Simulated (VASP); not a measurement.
Set up this calculation in VASP 6.6.1, as the native input.

| Property | Result |
| --- | --- |
| Task | single point |
| Functional | PBE |
| Potentials or basis | VASP PAW PBE potentials, release 64 (Si, O) |
| Cutoff | 520 eV |
| k mesh | 4 × 4 × 3 |
| Occupations | fermi-dirac, width 0.02 eV |
| Spin | no spin polarisation |
| Dipole correction | no |
| Further INCAR settings | ALGO = Normal; EDIFF = 1e-06; NBANDS = 44 |

The structure of SiO2 (Cristobalite) lies in POSCAR:

```
SiO2
1.0
    4.9570000000      0.0000000000      0.0000000000
    0.0000000000      4.9570000000      0.0000000000
    0.0000000000      0.0000000000      6.8903000000
Si O
4 8
Direct
    0.3070900656      0.3070900656      0.0000000000
    0.1929099344      0.8070900656      0.2500000000
    0.6929099344      0.6929099344      0.5000000000
    0.8070900656      0.1929099344      0.7500000000
    0.2359638040      0.1200361882      0.1869472771
    0.3799638118      0.7359638040      0.4369472771
    0.7640361960      0.8799638118      0.6869472771
    0.6200361882      0.2640361960      0.9369472771
    0.7359638040      0.3799638118      0.5630527229
    0.8799638118      0.7640361960      0.3130527229
    0.2640361960      0.6200361882      0.0630527229
    0.1200361882      0.2359638040      0.8130527229
```

One way to write it, as run:

INCAR

```
SYSTEM = SiO2
PREC = Accurate
ENCUT = 520
EDIFF = 1E-6
ISMEAR = -1
SIGMA = 0.02
LREAL = .FALSE.
LASPH = .TRUE.
NELM = 80
ALGO = Normal
ISIF = 2
LWAVE = .FALSE.
LCHARG = .FALSE.
GGA = PE
NBANDS = 44
```

KPOINTS

```
regular mesh
0
G
  4 4 3
  0 0 0
```

Potentials or basis: VASP PAW PBE potentials, release 64 (Si, O).

The run is started by

```sh
$ cat potpaw_PBE.64/Si/POTCAR potpaw_PBE.64/O/POTCAR > POTCAR
$ mpirun -np 1 vasp_std > vasp.out
```

It gave:

```json
{
  "Pressure": "1.6 GPa",
  "Largest force": "0.024 eV/Å",
  "Band gap on the k mesh": "5.64 eV, direct"
}
```

Wall time 81 s on 1 thread of AMD EPYC 7R13 Processor (Zen 3), with other jobs on the host, peak memory 0.25 GiB.
